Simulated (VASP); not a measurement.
# Se (P3_221) in VASP: a series of runs, part 2 of 2

VASP 6.6.1. Earlier steps stand in the parts before.

**3. Single point, PBEsol (uniaxial strain along c: -4.0 %, then relaxed in part)**

INCAR reads:

```
PREC     = Accurate       # precision mode
ENCUT    = 500            # plane-wave cutoff, eV
EDIFF    = 1E-6           # SCF threshold, eV
ISMEAR   = 0              # smearing method
SIGMA    = 0.02           # smearing width, eV
LREAL    = False          # projectors in reciprocal space
LASPH    = True           # aspherical terms in the spheres
NELM     = 120            # most SCF steps
ALGO     = Normal         # electronic algorithm
ISIF     = 2              # what is computed and relaxed
LWAVE    = False          # write WAVECAR
LCHARG   = False          # write CHGCAR
GGA      = PS             # functional
NBANDS   = 16             # bands
GGA_COMPAT= False
```

KPOINTS reads:

```
regular mesh
0
Gamma
  12 12 8
```

POSCAR reads:

```
Se
1.0
    4.1437670457      0.0000000000      0.0000000000
   -2.0718835228      3.5886075289      0.0000000000
    0.0000000000      0.0000000000      4.9166058406
Se
3
Direct
    0.2478605454     -0.0000001745      0.1666665098
   -0.0000001745      0.2478605454      0.8333334902
    0.7521396291      0.7521396291      0.5000000000
```

Potentials or basis: VASP PAW PBE potentials, release 64 (Se).

The run is started by

```
$ cat potpaw_PBE.64/Se/POTCAR > POTCAR
$ mpirun -np 1 vasp_std > vasp.out
```

OUTCAR:

```text
PREC = Accurate
   ENCUT = 500
   EDIFF = 1E-6
   ISMEAR = 0
   LREAL = False
   LASPH = True
   NELM = 120
   ISIF = 2
   GGA = PS

 ion  position               nearest neighbor table
   1  0.248  1.000  0.167-   2 2.42   3 2.42
   2  1.000  0.248  0.833-   1 2.42   3 2.42
   3  0.752  0.752  0.500-   2 2.42   1 2.42

  LATTYP: Found a hexagonal cell.
 ALAT       =     4.1437670457
 C/A-ratio  =     1.1865063326

  Lattice vectors:
[... 649 lines left out ...]

  FORCE on cell =-STRESS in cart. coord.  units (eV):
  Direction    XX          YY          ZZ          XY          YZ          ZX
  --------------------------------------------------------------------------------------
  -------------------------------------------------------------------------------------
  Total        0.0658481      0.0658481      1.2356904      0.0000000      0.0000000     -0.0000000
  in kB        1.4430028      1.4430028     27.0790596      0.0000000      0.0000000     -0.0000000
  external PRESSURE =       9.9883551 kB  Pullay stress =       0.0000000 kB

 VOLUME and BASIS-vectors are now :
 -----------------------------------------------------------------------------
  energy-cutoff  :      500.00
  volume of cell :       73.11
      direct lattice vectors                 reciprocal lattice vectors
     4.143767046  0.000000000  0.000000000     0.241326307  0.139329809  0.000000000
    -2.071883523  3.588607529  0.000000000     0.000000000  0.278659617  0.000000000
     0.000000000  0.000000000  4.916605841     0.000000000  0.000000000  0.203392347

 POSITION                                       TOTAL-FORCE (eV/Angst)
 -----------------------------------------------------------------------------------
     -1.04481      3.58861      0.81943         0.034727      0.000000     -0.000000
      3.63023      0.88947      4.09717        -0.017364      0.030075      0.000000
      1.55835      2.69913      2.45830        -0.017364     -0.030075      0.000000
 -----------------------------------------------------------------------------------
    total drift:                                0.000157     -0.000279     -0.000008

  FREE ENERGIE OF THE ION-ELECTRON SYSTEM (eV)
  ---------------------------------------------------
  free  energy   TOTEN  =       -11.5355171715 eV

  energy  without entropy=      -11.5355171715  energy(sigma->0) =      -11.53551717
```

stdout:

```text
POSCAR found type information on POSCAR Se
 POSCAR found :  1 types and       3 ions
 scaLAPACK will be used
 -----------------------------------------------------------------------------
|                                                                             |
|                                                                             |
|     You enforced a specific xc type in the INCAR file but a different       |
|     I HOPE YOU KNOW WHAT YOU ARE DOING!                                     |
|                                                                             |
 -----------------------------------------------------------------------------

 LDA part: xc-table for (Slater+PW92), standard interpolation
 POSCAR, INCAR and KPOINTS ok, starting setup
 FFT: planning ... GRIDC
 FFT: planning ... GRID_SOFT
 FFT: planning ... GRID
 WAVECAR not read
 entering main loop
```

Wall time 43 s (1 thread of AMD EPYC 9R45 (Zen 5), shared host); peak memory 0.21 GiB.

Results:

| Quantity | Value |
| --- | --- |
| Free energy | -11.5355 eV |
| Pressure | 1.0 GPa |
| Largest force | 0.035 eV/Å |
| Band gap on the k mesh | 0.58 eV (least direct gap 0.95 eV) |

Forces in eV/Å, atoms in the order of the input:
```
Se   0.035  0.000  0.000
Se  -0.017  0.030  0.000
Se  -0.017 -0.030  0.000
```

Levels at points of the mesh, in eV from the valence-band top:
| k point | band 5 | band 6 | band 7 | band 8 | band 9 | band 10 | band 11 | band 12 | band 13 | band 14 |
| --- | --- | --- | --- | --- | --- | --- | --- | --- | --- | --- |
| (0.00, 0.00, 0.00) | -3.76 | -3.76 | -2.22 | -2.22 | -0.76 | 1.47 | 1.47 | 1.68 | 6.20 | 6.20 |
| (0.50, 0.00, 0.00) | -5.14 | -4.08 | -3.55 | -1.65 | -1.12 | 1.42 | 1.60 | 4.22 | 4.23 | 7.98 |
| (0.00, 0.00, 0.50) | -3.50 | -3.50 | -1.74 | -1.74 | -1.45 | 0.58 | 0.58 | 0.86 | 5.74 | 6.56 |
| (0.50, 0.00, 0.50) | -4.62 | -4.53 | -2.64 | -2.00 | 0.00 | 1.58 | 2.61 | 2.73 | 5.97 | 7.48 |

Caveat: the cell differs from its parent crystal (uniaxial strain along c: -4.0 %, then relaxed in part); the PAW data sets were made with another functional, which shifts forces and pressure a little. A k mesh can miss the band edges.

**4. Single point, PBEsol (uniaxial strain along c: +4.0 %)**

INCAR reads:

```
SYSTEM = Se
  PREC = Accurate
  ENCUT = 500
  EDIFF = 1E-6
  ISMEAR = 0
  SIGMA = 0.02
  LREAL = .False.
  LASPH = .True.
  NELM = 120
  ALGO = Normal
  ISIF = 2
  LWAVE = .False.
  LCHARG = .False.
  GGA = PS
  NBANDS = 16
  GGA_COMPAT = .False.
```

KPOINTS reads:

```
Automatic mesh
0
Gamma
  12 12 8
  0 0 0
```

POSCAR reads:

```
Se
1.0
    3.9980842674      0.0000000000      0.0000000000
   -1.9990421337      3.4624425421      0.0000000000
    0.0000000000      0.0000000000      5.3263229940
Se
3
Direct
    0.2489819535      0.0000005778      0.1666666347
    0.0000005778      0.2489819535      0.8333333653
    0.7510174687      0.7510174687      0.5000000000
```

Potentials or basis: VASP PAW PBE potentials, release 64 (Se).

The run is started by

```
$ cat potpaw_PBE.64/Se/POTCAR > POTCAR
$ mpirun -np 1 vasp_std > vasp.out
```

OUTCAR:

```text
SYSTEM = Se
   PREC = Accurate
   ENCUT = 500
   EDIFF = 1E-6
   ISMEAR = 0
   LREAL = .False.
   LASPH = .True.
   NELM = 120
   ISIF = 2
   GGA = PS

 ion  position               nearest neighbor table
   1  0.249  0.000  0.167-   2 2.47   3 2.47
   2  0.000  0.249  0.833-   1 2.47   3 2.47
   3  0.751  0.751  0.500-   1 2.47   2 2.47

  LATTYP: Found a hexagonal cell.
 ALAT       =     3.9980842674
 C/A-ratio  =     1.3322187922

  Lattice vectors:

 A1 = (   3.9980842674,   0.0000000000,   0.0000000000)
 A2 = (  -1.9990421337,   3.4624425421,   0.0000000000)
 A3 = (   0.0000000000,   0.0000000000,   5.3263229940)

Analysis of symmetry for initial positions (statically):
=====================================================================
 Subroutine PRICEL returns:
 Original cell was already a primitive cell.

 Routine SETGRP: Setting up the symmetry group for a
 hexagonal supercell.

 Subroutine GETGRP returns: Found  6 space group operations
 (whereof  2 operations were pure point group operations)
 out of a pool of 24 trial point group operations.

The static configuration has the point symmetry C_2 .
 The point group associated with its full space group is D_3 .

Analysis of symmetry for dynamics (positions and initial velocities):
=====================================================================
 Subroutine PRICEL returns:
 Original cell was already a primitive cell.

 Routine SETGRP: Setting up the symmetry group for a
 hexagonal supercell.

 Subroutine GETGRP returns: Found  6 space group operations
 (whereof  2 operations were pure point group operations)
 out of a pool of 24 trial point group operations.

The dynamic configuration has the point symmetry C_2 .
 The point group associated with its full space group is D_3 .

 Subroutine INISYM returns: Found  6 space group operations
 (whereof  2 operations are pure point group operations),
 and found     1 'primitive' translations

----------------------------------------------------------------------------------------

                                     Primitive cell

  volume of cell :      73.7330

  direct lattice vectors                    reciprocal lattice vectors
     3.998084267  0.000000000  0.000000000     0.250119791  0.144406728  0.000000000
    -1.999042134  3.462442542  0.000000000     0.000000000  0.288813457  0.000000000
     0.000000000  0.000000000  5.326322994     0.000000000  0.000000000  0.187746782

  length of vectors
     3.998084267  3.998084267  5.326322994     0.288813457  0.288813457  0.187746782

  position of ions in fractional coordinates (direct lattice)
     0.248981953  0.000000578  0.166666635
     0.000000578  0.248981953  0.833333365
     0.751017469  0.751017469  0.500000000

  ion indices of the primitive-cell ions
   primitive index   ion index
                 1           1
                 2           2
                 3           3

----------------------------------------------------------------------------------------

 KPOINTS: Automatic mesh

Automatic generation of k-mesh.
 Grid dimensions read from file:
 generate k-points for:   12   12    8

 Generating k-lattice:

  Cartesian coordinates                     Fractional coordinates (reciprocal lattice)
     0.020843316  0.012033894  0.000000000     0.083333333  0.000000000  0.000000000
     0.000000000  0.024067788  0.000000000     0.000000000  0.083333333  0.000000000
     0.000000000  0.000000000  0.023468348     0.000000000  0.000000000  0.125000000

  Length of vectors
     0.024067788  0.024067788  0.023468348

  Shift w.r.t. Gamma in fractional coordinates (k-lattice)
     0.000000000  0.000000000  0.000000000

 Subroutine IBZKPT returns following result:
 ===========================================

 Found    131 irreducible k-points:

 Following reciprocal coordinates:
            Coordinates               Weight
  0.000000  0.000000  0.000000      1.000000
  0.083333 -0.000000  0.000000      6.000000
  0.166667 -0.000000  0.000000      6.000000
  0.250000 -0.000000  0.000000      6.000000
  0.333333 -0.000000  0.000000      6.000000
  0.416667  0.000000  0.000000      6.000000
[... 16 lines left out ...]
  0.166667 -0.000000  0.125000      6.000000
  0.000000  0.166667  0.125000      6.000000
 [... further k-points ...]
   k-points           NKPTS =    131   k-points in BZ     NKDIM =    131   number of bands    NBANDS=     16
   number of dos      NEDOS =    301   number of ions     NIONS =      3
   total plane-waves  NPLWV =  36000
   dimension x,y,z NGX =    30 NGY =   30 NGZ =   40
   dimension x,y,z NGXF=    60 NGYF=   60 NGZF=   80
   ions per type =               3
   NGX,Y,Z   is equivalent  to a cutoff of  12.47, 12.47, 12.48 a.u.
   NGXF,Y,Z  is equivalent  to a cutoff of  24.95, 24.95, 24.97 a.u.
 SYSTEM =  Se
   PREC   = accura    normal or accurate (medium, high low for compatibility)
   ISTART =      0    job   : 0-new  1-cont  2-samecut
   ICHARG =      2    charge: 1-file 2-atom 10-const
   ISPIN  =      1    spin polarized calculation?
   LNONCOLLINEAR =      F non collinear calculations
   LSORBIT =      F    spin-orbit coupling
   LASPH  =      T    aspherical Exc in radial PAW
   ENCUT  =  500.0 eV  36.75 Ry    6.06 a.u.   7.29  7.29  9.71*2*pi/ulx,y,z
   NELM   =    120;   NELMIN=  2; NELMDL= -5     # of ELM steps
   EDIFF  = 0.1E-05   stopping-criterion for ELM
   LREAL  =      F    real-space projection
   EDIFFG = 0.1E-04   stopping-criterion for IOM
   NSW    =      0    number of steps for IOM
   IBRION =     -1    ionic relax: 0-MD 1-quasi-New 2-CG
   NFREE  =      0    steps in history (QN), initial steepest desc. (CG)
   ISIF   =      2    stress and relaxation
   ISYM   =      2    0-nonsym 1-usesym 2-fastsym
   POTIM  = 0.5000    time-step for ionic-motion
   TEBEG  =    0.0;   TEEND  =   0.0 temperature during run
   PSTRESS=    0.0 pullay stress
   NELECT =      18.0000    total number of electrons
   NUPDOWN=      -1.0000    fix difference up-down
   EMIN   =  10.00;   EMAX   =-10.00  energy-range for DOS
   EFERMI =   0.00;   METHOD = LEGACY
   ISMEAR =     0;   SIGMA  =   0.02  broadening in eV -4-tet -1-fermi 0-gaus
   EFERMI_NEDOS =   21; number of points for ismear=-14 and -15
   IALGO  =     38    algorithm
   IMIX   =      4    mixing-type and parameters
     AMIX     =   0.40;   BMIX     =  1.00
     AMIX_MAG =   1.60;   BMIX_MAG =  1.00
  volume/ion in A,a.u.               =      24.58       165.86
  Fermi-wavevector in a.u.,A,eV,Ry     =   1.023163  1.933498 14.243440  1.046863
  Thomas-Fermi vector in A             =   2.156882
   LORBIT       =      0    0 simple, 1 ext, 2 COOP (PROOUT), +10 PAW based schemes
   GGA     = PS    functional components
   LHFCALC =     F    Hartree Fock is set to
   AEXX    =    0.0000 exact exchange contribution
   IVDW    =     0    specifies the selected vdW correction
   LEPSILON=     F    determine dielectric tensor
   LRPA    =     F    only Hartree local field effects (RPA)
 non-spin polarized calculation
 Gauss-broadening in eV      SIGMA  =   0.02
  energy-cutoff  :      500.00
  volume of cell :       73.73
 maximum number of plane-waves:      1916
 NGX is ok and might be reduce to    30
   NGX = 15   NGY = 15   NGZ = 19

 number of electron      18.0000003 magnetization

 Free energy of the ion-electron system (eV)
  ---------------------------------------------------
  ext. energy  EPLUGINS =         0.00000000
  ---------------------------------------------------
  free energy    TOTEN  =       -11.53045579 eV

  energy without entropy =      -11.53045567  energy(sigma->0) =      -11.53045573

 E-fermi :   3.5406     XC(G=0):  -9.6245

 val. band max:        3.4898112885   @ k =   0.3333   0.3333   0.5000
 cond. band min:       3.5888187085   @ k =   0.3333   0.3333   0.5000
 fundamental gap:      0.0990074200
 Fermi energy:         3.5406164424

 k-point     1 :       0.0000    0.0000    0.0000
  band No.  band energies     occupation
      1     -12.3033      2.00000
      2      -8.4752      2.00000
      3      -8.4752      2.00000
      4       0.1830      2.00000
      5       0.2448      2.00000
      6       0.2449      2.00000
[... 8 lines left out ...]
     15      10.2766      0.00000
     16      11.8656      0.00000
[... 419 lines left out ...]
 k-point    24 :       0.0000    0.1667    0.1250
  band No.  band energies     occupation
      1     -12.0477      2.00000
      2      -9.2113      2.00000
      3      -7.7627      2.00000
      4      -1.0161      2.00000
      5      -0.2153      2.00000
      6       0.2217      2.00000
[... 8 lines left out ...]
     15      11.1793      0.00000
     16      11.3838      0.00000

 [... further k-points ...]
[... 5 lines left out ...]
  --------------------------------------------------------------------------------------
  -------------------------------------------------------------------------------------
  Total       -0.5577783     -0.5577783     -1.9138314     -0.0000000      0.0000000      0.0000000
  in kB      -12.1202114    -12.1202114    -41.5864865     -0.0000000      0.0000000      0.0000000
  external PRESSURE =     -21.9423031 kB  Pullay stress =       0.0000000 kB

 VOLUME and BASIS-vectors are now :
 -----------------------------------------------------------------------------
  energy-cutoff  :      500.00
  volume of cell :       73.73
      direct lattice vectors                 reciprocal lattice vectors
     3.998084267  0.000000000  0.000000000     0.250119791  0.144406728  0.000000000
    -1.999042134  3.462442542  0.000000000     0.000000000  0.288813457  0.000000000
     0.000000000  0.000000000  5.326322994     0.000000000  0.000000000  0.187746782

 POSITION                                       TOTAL-FORCE (eV/Angst)
 -----------------------------------------------------------------------------------
      0.99545      0.00000      0.88772        -0.137357     -0.000000     -0.000000
     -0.49772      0.86209      4.43860         0.068678     -0.118954      0.000000
      1.50132      2.60035      2.66316         0.068678      0.118954      0.000000
 -----------------------------------------------------------------------------------
    total drift:                                0.001290      0.002135     -0.000002

  FREE ENERGIE OF THE ION-ELECTRON SYSTEM (eV)
  ---------------------------------------------------
  free  energy   TOTEN  =       -11.5304557940 eV

  energy  without entropy=      -11.5304556736  energy(sigma->0) =      -11.53045573
```

OSZICAR:

```text
N       E                     dE             d eps       ncg     rms          rms(c)
DAV:   1     0.754027185750E+02    0.75403E+02   -0.71975E+03  4192   0.917E+02
DAV:   2    -0.698399803937E+01   -0.82387E+02   -0.78262E+02  5592   0.152E+02
DAV:   3    -0.115757683303E+02   -0.45918E+01   -0.45729E+01  5200   0.403E+01
DAV:   4    -0.116042042857E+02   -0.28436E-01   -0.28430E-01  5680   0.377E+00
DAV:   5    -0.116043760027E+02   -0.17172E-03   -0.17171E-03  5376   0.287E-01    0.660E+00
DAV:   6    -0.115500056396E+02    0.54370E-01   -0.30602E-02  5296   0.110E+00    0.405E+00
DAV:   7    -0.115312980047E+02    0.18708E-01   -0.59876E-02  4888   0.149E+00    0.185E-01
DAV:   8    -0.115304124711E+02    0.88553E-03   -0.92142E-03  4608   0.575E-01    0.960E-02
DAV:   9    -0.115304572513E+02   -0.44780E-04   -0.24013E-04  6040   0.105E-01    0.309E-02
DAV:  10    -0.115304555859E+02    0.16654E-05   -0.27123E-05  5096   0.344E-02    0.548E-03
DAV:  11    -0.115304557940E+02   -0.20813E-06   -0.51835E-06  5800   0.132E-02
   1 F= -.11530456E+02 E0= -.11530456E+02  d E =-.120396E-06
```

Run time: 46 s. Hardware: 1 thread of AMD EPYC 9R45 (Zen 5), shared host; peak memory 0.22 GiB.

What came out:

```
Free energy            : -11.5305 eV
Pressure               : -2.2 GPa
Largest force          : 0.137 eV/Å
Band gap on the k mesh : 0.10 eV
```

Forces in eV/Å, atoms in the order of the input:
```
Se  -0.137  0.000  0.000
Se   0.069 -0.119  0.000
Se   0.069  0.119  0.000
```

Caveat: the cell differs from its parent crystal (uniaxial strain along c: +4.0 %); the PAW data sets were made with another functional, which shifts forces and pressure a little. A k mesh can miss the band edges.

**5. Overview**

```tsv
cell	gap on the mesh (eV)	pressure (GPa)	largest force (eV/Å)
a = 4.018, b = 4.018, c = 5.224 Å, angles 90.0, 90.0, 120.0°, 3 atoms, atomic positions A	0.26	-1.0	0.06
a = 4.144, b = 4.144, c = 4.917 Å, angles 90.0, 90.0, 120.0°, 3 atoms, atomic positions B	0.58	1.0	0.03
a = 3.998, b = 3.998, c = 5.326 Å, angles 90.0, 90.0, 120.0°, 3 atoms, atomic positions C	0.10	-2.2	0.14
```

Alike in all rows: task single point; level PBEsol; potentials or basis VASP PAW PBE potentials, release 64 (Se); no spin polarisation; k mesh 12 × 12 × 8; cutoff (eV) 500; smearing gaussian 0.02 eV.

Caveats: the PAW data sets were made with another functional, which shifts forces and pressure a little.

Absolute energies hang on the potentials; compare differences alone.
